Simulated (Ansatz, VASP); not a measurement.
**AlRu in VASP and in Ansatz**

```
CELL_PARAMETERS angstrom
2.99160 0.00000 0.00000
0.00000 2.99160 0.00000
0.00000 0.00000 2.99160
ATOMIC_POSITIONS crystal
Al 0.10028 0.00000 0.00000
Ru 0.50000 0.50000 0.50000
```

Change from the starting cell: all Al atoms moved -0.300 Å, as atom 1 towards its neighbour atom 1 (Al) at 2.992 Å.

Alike in both runs: task single point; functional PBEsol; k mesh 16 × 16 × 16; occupations gaussian, width 0.15 eV; no spin polarisation.

|  | VASP | Ansatz |
| --- | --- | --- |
| version | VASP 6.6.1 | Ansatz 0.2.0 |
| potentials or method | VASP PAW PBE potentials, release 64 (Al, Ru_pv), cutoff 520 eV | scalar-relativistic, plane waves, PAW |
| valence electrons in the cell | 17 | 19 |

Ansatz gave:

* gap on the k mesh at the Fermi level (eV): none
* pressure (GPa): 3.4
* traceless stress, the component that is largest in VASP (GPa): -4.69
* rms of the force components (eV/Å): 1.287

Q: What did VASP give for the same quantities?

A: gap on the k mesh at the Fermi level (eV): none; pressure (GPa): 3.6; traceless stress, the component that is largest in VASP (GPa): -4.78; rms of the force components (eV/Å): 1.299.

VASP's potentials were made for PBE, not for PBEsol. Atom by atom the forces differ by 0.012 eV/Å (rms over components). A gap of «none» marks a metal or a gap that the smearing closes. VASP's potentials hold 17 valence electrons a cell and Ansatz's 19, so a difference there can come from the potentials and not from the codes.
